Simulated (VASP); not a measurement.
# C (C2/m) in VASP: relaxation of cell and atoms with LDA

Aim: the relaxation of cell and atoms of C with LDA.

All numbers are computed with VASP 6.6.1; they aren't measurements. Logs are shortened: lines on timing, memory, paths and dates and some standing lists are left out, and cuts for length are marked.

### 1 The cell of the first run

It takes space group C2/m (No. 12, monoclinic). The conventional cell has a = 4.255 Å, b = 2.457 Å, c = 3.765 Å, α = 90.00°, β = 111.49°, γ = 90.00°. C (site symmetry m) has 3 C at 1.42 Å within 1.9 Å.

### 2 Relaxation of cell and atoms, LDA

File INCAR:

```
  ALGO = Normal
  EDIFF = 1E-7
  EDIFFG = -0.01
  ENCUT = 600
  GGA = CA
  IBRION = 2
  ISIF = 3
  ISMEAR = -1
  LASPH = True
  LCHARG = False
  LREAL = False
  LWAVE = False
  NELM = 100
  NSW = 80
  PREC = Accurate
  SIGMA = 0.1
```

File KPOINTS:

```
k-points
0
Gamma
  21 21 12
```

File POSCAR:

```
C
1.0
    2.1273200000     -1.2282800000      0.0000000000
    2.1273200000      1.2282800000      0.0000000000
   -1.3790700000      0.0000000000      3.5028300000
C
2
Direct
    0.8333600000      0.8333600000      0.0000900000
    0.1666400000      0.1666400000      0.9999100000
```

Potentials or basis: VASP PAW LDA potentials, release 64 (C).

Started as:

```sh
> cat potpaw_LDA.64/C/POTCAR > POTCAR
> mpirun -np 1 vasp_std > vasp.out
```

OUTCAR:

```text
EDIFF = 1E-7
   EDIFFG = -0.01
   ENCUT = 600
   GGA = CA
   IBRION = 2
   ISIF = 3
   ISMEAR = -1
   LASPH = True
   LREAL = False
   NELM = 100
   NSW = 80
   PREC = Accurate

 ion  position               nearest neighbor table
   1  0.833  0.833  0.000-   2 1.42   2 1.42   2 1.42
   2  0.167  0.167  1.000-   1 1.42   1 1.42   1 1.42

  LATTYP: Found a base centered monoclinic cell.
 ALAT       =     4.2546400000
 B/A-ratio  =     0.5773837504
 C/A-ratio  =     0.8848047021
 COS(beta)  =    -0.3663330234

  Lattice vectors:

 A1 = (   2.1273200000,  -1.2282800000,   0.0000000000)
 A2 = (   2.1273200000,   1.2282800000,   0.0000000000)
 A3 = (  -1.3790700000,   0.0000000000,   3.5028300000)

Analysis of symmetry for initial positions (statically):
=====================================================================
 Subroutine PRICEL returns:
 Original cell was already a primitive cell.

 Routine SETGRP: Setting up the symmetry group for a
 base centered monoclinic supercell.

 Subroutine GETGRP returns: Found  4 space group operations
 (whereof  4 operations were pure point group operations)
 out of a pool of  4 trial point group operations.

The static configuration has the point symmetry C_2h.

Analysis of symmetry for dynamics (positions and initial velocities):
=====================================================================
 Subroutine PRICEL returns:
 Original cell was already a primitive cell.

 Routine SETGRP: Setting up the symmetry group for a
 base centered monoclinic supercell.

 Subroutine GETGRP returns: Found  4 space group operations
 (whereof  4 operations were pure point group operations)
 out of a pool of  4 trial point group operations.

The dynamic configuration has the point symmetry C_2h.

 Subroutine INISYM returns: Found  4 space group operations
 (whereof  4 operations are pure point group operations),
 and found     1 'primitive' translations

----------------------------------------------------------------------------------------

                                     Primitive cell

  volume of cell :      18.3054

  direct lattice vectors                    reciprocal lattice vectors
     2.127320000 -1.228280000  0.000000000     0.235037512 -0.407073306  0.092534660
     2.127320000  1.228280000  0.000000000     0.235037512  0.407073306  0.092534660
    -1.379070000  0.000000000  3.502830000     0.000000000  0.000000000  0.285483452

  length of vectors
     2.456453163  2.456453163  3.764525478     0.479076165  0.479076165  0.285483452

  position of ions in fractional coordinates (direct lattice)
     0.833360000  0.833360000  0.000090000
     0.166640000  0.166640000  0.999910000

  ion indices of the primitive-cell ions
   primitive index   ion index
                 1           1
                 2           2

----------------------------------------------------------------------------------------

 KPOINTS: k-points

Automatic generation of k-mesh.
 Grid dimensions read from file:
 generate k-points for:   21   21   12

 Generating k-lattice:

  Cartesian coordinates                     Fractional coordinates (reciprocal lattice)
     0.011192262 -0.019384443  0.004406412     0.047619048  0.000000000 -0.000000000
     0.011192262  0.019384443  0.004406412     0.000000000  0.047619048 -0.000000000
     0.000000000  0.000000000  0.023790288     0.000000000  0.000000000  0.083333333

  Length of vectors
     0.022813151  0.022813151  0.023790288

  Shift w.r.t. Gamma in fractional coordinates (k-lattice)
     0.000000000  0.000000000  0.000000000

 Subroutine IBZKPT returns following result:
 ===========================================

 Found   1397 irreducible k-points:

 Following reciprocal coordinates:
            Coordinates               Weight
  0.000000  0.000000  0.000000      1.000000
  0.047619 -0.000000  0.000000      4.000000
  0.095238 -0.000000 -0.000000      4.000000
  0.142857 -0.000000  0.000000      4.000000
  0.190476 -0.000000 -0.000000      4.000000
  0.238095 -0.000000  0.000000      4.000000
[... 16 lines left out ...]
 -0.428571  0.047619  0.000000      4.000000
 -0.380952  0.047619  0.000000      4.000000
 [... further k-points ...]
   k-points           NKPTS =   1397   k-points in BZ     NKDIM =   1397   number of bands    NBANDS=      8
   number of dos      NEDOS =    301   number of ions     NIONS =      2
   total plane-waves  NPLWV =  12000
   dimension x,y,z NGX =    20 NGY =   20 NGZ =   30
   dimension x,y,z NGXF=    40 NGYF=   40 NGZF=   60
   ions per type =               2
   NGX,Y,Z   is equivalent  to a cutoff of  13.54, 13.54, 13.25 a.u.
   NGXF,Y,Z  is equivalent  to a cutoff of  27.07, 27.07, 26.50 a.u.
 SYSTEM =  unknown system
   PREC   = accura    normal or accurate (medium, high low for compatibility)
   ISTART =      0    job   : 0-new  1-cont  2-samecut
   ICHARG =      2    charge: 1-file 2-atom 10-const
   ISPIN  =      1    spin polarized calculation?
   LNONCOLLINEAR =      F non collinear calculations
   LSORBIT =      F    spin-orbit coupling
   LASPH  =      T    aspherical Exc in radial PAW
   ENCUT  =  600.0 eV  44.10 Ry    6.64 a.u.   4.91  4.91  7.52*2*pi/ulx,y,z
   NELM   =    100;   NELMIN=  2; NELMDL= -5     # of ELM steps
   EDIFF  = 0.1E-06   stopping-criterion for ELM
   LREAL  =      F    real-space projection
   EDIFFG = -.1E-01   stopping-criterion for IOM
   NSW    =     80    number of steps for IOM
   IBRION =      2    ionic relax: 0-MD 1-quasi-New 2-CG
   NFREE  =      1    steps in history (QN), initial steepest desc. (CG)
   ISIF   =      3    stress and relaxation
   ISYM   =      2    0-nonsym 1-usesym 2-fastsym
   POTIM  = 0.5000    time-step for ionic-motion
   TEBEG  =    0.0;   TEEND  =   0.0 temperature during run
   PSTRESS=    0.0 pullay stress
   NELECT =       8.0000    total number of electrons
   NUPDOWN=      -1.0000    fix difference up-down
   EMIN   =  10.00;   EMAX   =-10.00  energy-range for DOS
   EFERMI =   0.00;   METHOD = LEGACY
   ISMEAR =    -1;   SIGMA  =   0.10  broadening in eV -4-tet -1-fermi 0-gaus
   EFERMI_NEDOS =   21; number of points for ismear=-14 and -15
   IALGO  =     38    algorithm
   IMIX   =      4    mixing-type and parameters
     AMIX     =   0.40;   BMIX     =  1.00
     AMIX_MAG =   1.60;   BMIX_MAG =  1.00
  volume/ion in A,a.u.               =       9.15        61.77
  Fermi-wavevector in a.u.,A,eV,Ry     =   1.242353  2.347707 20.999795  1.543441
  Thomas-Fermi vector in A             =   2.376711
   LORBIT       =      0    0 simple, 1 ext, 2 COOP (PROOUT), +10 PAW based schemes
   GGA     = CA    functional components
   LHFCALC =     F    Hartree Fock is set to
   AEXX    =    0.0000 exact exchange contribution
   IVDW    =     0    specifies the selected vdW correction
   LEPSILON=     F    determine dielectric tensor
   LRPA    =     F    only Hartree local field effects (RPA)
 conjugate gradient relaxation of ions
 non-spin polarized calculation
  energy-cutoff  :      600.00
  volume of cell :       18.31
 maximum number of plane-waves:       628
   NGX =  9   NGY =  9   NGZ = 15

--------------------------------------- Ionic step        1  -------------------------------------------

 number of electron       8.0000000 magnetization

 Free energy of the ion-electron system (eV)
  ---------------------------------------------------
  ext. energy  EPLUGINS =         0.00000000
  ---------------------------------------------------
  free energy    TOTEN  =       -20.22566455 eV

  energy without entropy =      -20.22510054  energy(sigma->0) =      -20.22538255

------------------------ aborting loop because EDIFF is reached ----------------------------------------

  FORCE on cell =-STRESS in cart. coord.  units (eV):
  Direction    XX          YY          ZZ          XY          YZ          ZX
  --------------------------------------------------------------------------------------
  -------------------------------------------------------------------------------------
  Total       -0.5677403     -0.5754941     -0.1608873      0.0000000      0.0000000     -0.0036834
  in kB      -49.6913784    -50.3700244    -14.0816328      0.0000000      0.0000000     -0.3223912
  external PRESSURE =     -38.0476785 kB  Pullay stress =       0.0000000 kB
[... 89 lines left out ...]
  FREE ENERGIE OF THE ION-ELECTRON SYSTEM (eV)
  ---------------------------------------------------
  free  energy   TOTEN  =       -20.2282261725 eV

  energy  without entropy=      -20.2276712237  energy(sigma->0) =      -20.22794870

[... ionic steps 4 to 9 ...]

--------------------------------------- Ionic step       10  -------------------------------------------

 number of electron       8.0000000 magnetization

------------------------ aborting loop because EDIFF is reached ----------------------------------------

  FORCE on cell =-STRESS in cart. coord.  units (eV):
  Direction    XX          YY          ZZ          XY          YZ          ZX
  --------------------------------------------------------------------------------------
  -------------------------------------------------------------------------------------
  Total       -0.0155707      0.0674820     -0.0023574      0.0000000      0.0000000     -0.0051002
  in kB       -1.4666820      6.3564802     -0.2220534      0.0000000      0.0000000     -0.4804178
  external PRESSURE =       1.5559150 kB  Pullay stress =       0.0000000 kB
[... 57 lines left out ...]
  energy  without entropy=      -20.2318606835  energy(sigma->0) =      -20.23207268

--------------------------------------- Ionic step       12  -------------------------------------------

 number of electron       8.0000000 magnetization

 Free energy of the ion-electron system (eV)
  ---------------------------------------------------
  ext. energy  EPLUGINS =         0.00000000
  ---------------------------------------------------
  free energy    TOTEN  =       -20.23422959 eV

  energy without entropy =      -20.23381171  energy(sigma->0) =      -20.23402065

 E-fermi :   4.9276     XC(G=0): -10.9409

 val. band max:        4.6016795867   @ k =  -0.2857   0.3810   0.2500
 cond. band min:       5.2482001201   @ k =  -0.3333   0.3333   0.4167
 fundamental gap:      0.6465205334
 Fermi energy:         4.9275927294

 k-point     1 :       0.0000    0.0000    0.0000
  band No.  band energies     occupation
      1     -14.7525      2.00000
      2      -1.6755      2.00000
      3       1.9141      2.00000
      4       1.9173      2.00000
      5       8.8862      0.00000
      6      13.3785      0.00000
      7      13.3815      0.00000
      8      16.4118      0.00000
[... 243 lines left out ...]
 k-point    24 :      -0.3810    0.0476    0.0000
  band No.  band energies     occupation
      1     -10.8343      2.00000
      2      -6.4776      2.00000
      3      -1.4703      2.00000
      4       2.1629      2.00000
      5       8.0682      0.00000
      6      13.1466      0.00000
      7      14.2198      0.00000
      8      19.1977      0.00000

 [... further k-points ...]
[... 5 lines left out ...]
  --------------------------------------------------------------------------------------
  -------------------------------------------------------------------------------------
  Total       -0.0181015      0.0013836     -0.0004062      0.0000000      0.0000000     -0.0051935
  in kB       -1.7046861      0.1302999     -0.0382518      0.0000000      0.0000000     -0.4890872
  external PRESSURE =      -0.5375460 kB  Pullay stress =       0.0000000 kB
[... 17 lines left out ...]
  FREE ENERGIE OF THE ION-ELECTRON SYSTEM (eV)
  ---------------------------------------------------
  free  energy   TOTEN  =       -20.2342295852 eV

  energy  without entropy=      -20.2338117126  energy(sigma->0) =      -20.23402065

 reached required accuracy - stopping structural energy minimisation
```

Wall time 13 min (1 thread of Intel Xeon 6975P-C (Granite Rapids), shared host); peak memory 0.3 GiB.

What came out:

```
Free energy                           : -20.2342 eV
Relaxed volume                        : 8.51 Å³/atom
Relaxed cell                          : a = 2.446 Å, b = 2.446 Å, c = 3.563 Å, α = 109.65°, β = 109.65°, γ = 59.99°
Space group after relaxing (to 0.1 Å) : R-3m (No. 166)
Energy gained by relaxing             : 4.3 meV/atom
Ionic steps                           : 12
Pressure after relaxing               : -0.1 GPa
Largest force after relaxing          : 0.007 eV/Å
```

Forces in eV/Å, atoms in the order of the input:
```
C    0.007  0.000  0.000
C   -0.007  0.000  0.000
```

The path:
| step | energy change (eV) | largest force (eV/Å) | pressure (GPa) | volume (Å³) |
| --- | --- | --- | --- | --- |
| 1 | 0.0000 | 0.0015 | -3.80 | 18.31 |
| 2 | 0.0105 | 0.0014 | 7.88 | 17.73 |
| 3 | -0.0026 | 0.0006 | -0.38 | 18.13 |
| 4 | -0.0026 | 0.0006 | -0.32 | 18.13 |
| 5 | -0.0031 | 0.0007 | -0.30 | 18.06 |
| 6 | -0.0047 | 0.0035 | -0.24 | 17.87 |
| 7 | -0.0072 | 0.0091 | -0.09 | 17.48 |
| 8 | -0.0079 | 0.0205 | 0.40 | 16.71 |
| 9 | -0.0085 | 0.0150 | 0.11 | 17.07 |
| 10 | -0.0085 | 0.0159 | 0.16 | 17.01 |
| 11 | -0.0066 | 0.2020 | -1.81 | 17.05 |
| 12 | -0.0086 | 0.0074 | -0.05 | 17.01 |

Final structure:
```
C
1.0
     2.11858   -1.22292   -0.00310
     2.11858    1.22292   -0.00310
    -1.37852    0.00000    3.28532
C
2
Cartesian
  3.5309 0.0000 -0.0045
  -0.6723 0.0000 3.2836
```
